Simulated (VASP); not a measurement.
A run of VASP 6.6.1 is set up as follows.

File INCAR:

```
SYSTEM = Ta
PREC = Accurate
ENCUT = 520
EDIFF = 1E-6
ISMEAR = -1
SIGMA = 0.05
LREAL = .FALSE.
LASPH = .TRUE.
NELM = 80
ALGO = Normal
ISIF = 2
LWAVE = .FALSE.
LCHARG = .TRUE.
LELF = .TRUE.
LVHAR = .TRUE.
NBANDS = 12
```

File KPOINTS:

```
regular mesh
0
G
  22 22 22
  0 0 0
```

The input POSCAR:

```
Ta
1.0
   -1.6264959672      1.6264959672      1.6264959672
    1.6264959672     -1.6264959672      1.6264959672
    1.6264959672      1.6264959672     -1.6264959672
Ta
1
Direct
    0.0000000000      0.0000000000      0.0000000000
```

Potentials or basis: VASP PAW LDA potentials, release 64 (Ta_pv).

Run with:

```console
$ cat potpaw_LDA.64/Ta_pv/POTCAR > POTCAR
$ mpirun -np 1 vasp_std > vasp.out
```

**Question.** Predict the pressure.

**Answer.** 0.8 GPa.
